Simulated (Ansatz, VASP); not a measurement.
# One calculation of Te5Pd, two programs

The input INCAR:

```
SYSTEM = Te5Pd
ALGO     = Normal         ! electronic algorithm
EDIFF    = 1E-6           ! SCF threshold, eV
ENCUT    = 520            ! plane-wave cutoff, eV
GGA      = PE             ! functional
ISIF     = 2              ! what is computed and relaxed
ISMEAR   = 0              ! smearing method
ISPIN    = 2              ! spin polarisation
LASPH    = .TRUE.         ! aspherical terms in the spheres
LCHARG   = .FALSE.        ! write CHGCAR
LMAXMIX  = 4              ! l up to which the mixer works
LORBIT   = 11             ! projections on sites
LREAL    = .FALSE.        ! projectors in reciprocal space
LWAVE    = .FALSE.        ! write WAVECAR
MAGMOM   = 0 0 0 0 0 1    ! initial moments
NBANDS   = 33             ! bands
NELM     = 150            ! most SCF steps
PREC     = Accurate       ! precision mode
SIGMA    = 0.1            ! smearing width, eV
```

File KPOINTS:

```
k-points
0
G
  3 3 4
  0 0 0
```

POSCAR

```
Te5Pd
1.0
    6.6979230200      0.0000000000      0.0000000000
   -3.3489615100      5.8005714900      0.0000000000
    0.0000000000      0.0000000000      5.2046904000
Te Pd
5 1
Direct
    0.3333333300      0.6666666700      0.0000000000
    0.6666666700      0.3333333300      0.0000000000
    0.5000000000      0.0000000000      0.5000000000
    0.5000000000      0.5000000000      0.5000000000
    0.0000000000      0.5000000000      0.5000000000
    0.0000000000      0.0000000000      0.0000000000
```

Input for Ansatz:

```yaml
crystal:
  lattice:
    - [6.69792302, 0.0, 0.0]
    - [-3.34896151, 5.80057149, 0.0]
    - [0.0, 0.0, 5.2046904]
  atoms:
    - { symbol: Te, position: [0.33333333, 0.66666667, 0.0] }
    - { symbol: Te, position: [0.66666667, 0.33333333, 0.0] }
    - { symbol: Te, position: [0.5, 0.0, 0.5] }
    - { symbol: Te, position: [0.5, 0.5, 0.5] }
    - { symbol: Te, position: [0.0, 0.5, 0.5] }
    - { symbol: Pd, position: [0.0, 0.0, 0.0], spin: 1.0 }
basis:
  ecutwfc: 420
kpoints:
  mp_grid: { grid: [3, 3, 4] }
hamiltonian:
  xc: pbe
scf:
  occupations: { method: gaussian, width: 0.1 }
  lower_state_search: "off"
output:
  forces: true
  stress: true
  eigenvalues: true
  populations: true
magnetization:
  spin_polarized: true
```

Change from the starting cell: species swapped into the LaCo5 type (P6/mmm, No. 191).

Alike in both runs: task single point; functional PBE; k mesh 3 × 3 × 4; occupations gaussian, width 0.1 eV; collinear spin.

```csv
,VASP,Ansatz
version,VASP 6.6.1,Ansatz 0.2.0
potentials or method,"VASP PAW PBE potentials, release 64 (Te, Pd), cutoff 520 eV","scalar-relativistic, plane waves, PAW"
valence electrons in the cell,40,98
```

|  | VASP | Ansatz | Ansatz less VASP |
| --- | --- | --- | --- |
| gap on the k mesh at the Fermi level (eV) | none | none | - |
| pressure (GPa) | -1.6 | -1.6 | +0.05 |
| traceless stress, the component that is largest in VASP (GPa) | -2.20 | -2.22 | -0.021 |
| net moment per atom (μB) | 0.00 | 0.00 | 0.000 |

A gap of «none» marks a metal or a gap that the smearing closes. VASP's potentials hold 40 valence electrons a cell and Ansatz's 98, so a difference there can come from the potentials and not from the codes. Ansatz's warnings: seeded moment not kept.

The k mesh is coarse, so the values compare programs but aren't converged. Neither program's run includes spin-orbit coupling.
